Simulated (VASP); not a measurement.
A run of VASP 6.6.1:

INCAR

```
ALGO = Normal
EDIFF = 1E-6
ENCUT = 500
GGA = PE
GGA_COMPAT = F
ISIF = 2
ISMEAR = -1
LASPH = T
LCHARG = T
LELF = T
LREAL = F
LVHAR = T
LWAVE = F
NBANDS = 16
NELM = 120
PREC = Accurate
SIGMA = 0.05
```

File KPOINTS:

```
k-points
0
Gamma
  8 8 8
```

Contents of POSCAR:

```
InAs
1.0
    0.0000000000      2.9151676052      2.9151676052
    2.9151676052      0.0000000000      2.9151676052
    2.9151676052      2.9151676052      0.0000000000
In As
1 1
Direct
    0.5000000000      0.5000000000      0.5000000000
    0.0000000000      0.0000000000      0.0000000000
```

Potentials or basis: VASP PAW PBE potentials, release 64 (In_d, As).

Command:

```bash
$ cat potpaw_PBE.64/In_d/POTCAR potpaw_PBE.64/As/POTCAR > POTCAR
$ mpirun -np 1 vasp_std > vasp.out
```

Hardware: 1 thread of Intel Xeon 6975P-C, with other jobs on the host.

Question: Estimate the wall time of this run.

Answer: It took 24 s on 1 thread of Intel Xeon 6975P-C (shared host), peak memory 0.18 GiB. Counts: scf iterations 12, k points 29.
